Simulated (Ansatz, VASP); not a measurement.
## Sb in VASP and in Ansatz

INCAR

```
ALGO = Normal
EDIFF = 1E-6
ENCUT = 520
GGA = PE
ISIF = 2
ISMEAR = 0
LASPH = True
LCHARG = False
LREAL = False
LWAVE = False
NBANDS = 8
NELM = 60
PREC = Accurate
SIGMA = 0.1
```

KPOINTS

```
k-points
0
Gamma
  14 14 14
```

The input POSCAR:

```
Sb
1.0
    3.1714661221      0.0000000000      0.0000000000
    0.0000000000      3.1714661221      0.0000000000
    0.0000000000      0.0000000000      3.1714661221
Sb
1
Direct
    0.0000000000      0.0000000000      0.0000000000
```

Input for Ansatz:

```yaml
crystal:
  lattice:
    - [3.1714661221, 0.0, 0.0]
    - [0.0, 3.1714661221, 0.0]
    - [0.0, 0.0, 3.1714661221]
  atoms:
    - { symbol: Sb, position: [0.0, 0.0, 0.0] }
basis:
  ecutwfc: 420
kpoints:
  mp_grid: { grid: [14, 14, 14] }
hamiltonian:
  xc: pbe
scf:
  occupations: { method: gaussian, width: 0.1 }
output:
  forces: true
  stress: true
  eigenvalues: true
```

Alike in both runs: task single point; functional PBE; k mesh 14 × 14 × 14; occupations gaussian, width 0.1 eV; no spin polarisation.

|  | VASP | Ansatz |
| --- | --- | --- |
| version | VASP 6.6.1 | Ansatz 0.2.0 |
| potentials or method | VASP PAW PBE potentials, release 64 (Sb), cutoff 520 eV | scalar-relativistic, plane waves, PAW |
| valence electrons in the cell | 5 | 15 |

```csv
,VASP,Ansatz,Ansatz less VASP
gap on the k mesh at the Fermi level (eV),none,none,-
pressure (GPa),-2.8,-2.8,+0.05
```

A gap of «none» marks a metal or a gap that the smearing closes. The functional is the same, so the differences come from potentials, cutoffs and numerics. VASP's potentials hold 5 valence electrons a cell and Ansatz's 15, so a difference there can come from the potentials and not from the codes.

Spin-orbit coupling is off throughout.
